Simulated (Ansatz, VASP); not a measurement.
W in VASP and in Ansatz

```xyz
4
Lattice="2.2146 -1.5698 0.0000 2.2146 1.5698 0.0000 0.0000 0.0000 8.9896" Properties=species:S:1:pos:R:3 pbc="T T T"
W     2.2146   -0.7848    1.1237
W     2.2146   -0.7849    5.6185
W     2.2146    0.7848    7.8659
W     2.2146    0.7849    3.3711
```

Alike in both runs: functional PBEsol; k mesh 6 × 6 × 4; occupations gaussian, width 0.1 eV; no spin polarisation.

Ansatz relaxed the structure, and its values are those at the end. VASP's run is a single point on that final structure, the one shown.

```csv
,VASP,Ansatz
version,VASP 6.6.1,Ansatz 0.2.0
potentials or method,"VASP PAW PBE potentials, release 64 (W_sv), cutoff 520 eV","scalar-relativistic, plane waves, PAW"
valence electrons in the cell,56,56
```

Ansatz gave:

| Item | Value |
| --- | --- |
| gap on the k mesh at the Fermi level (eV) | none |
| pressure (GPa) | 0.1 |

**Question.** Which values does VASP return?

**Answer.** gap on the k mesh at the Fermi level (eV): none; pressure (GPa): 0.8.

VASP's potentials were made for PBE, not for PBEsol. A gap of «none» marks a metal or a gap that the smearing closes.

The k mesh is coarse, so the values compare programs but aren't converged. Neither program's run includes spin-orbit coupling.
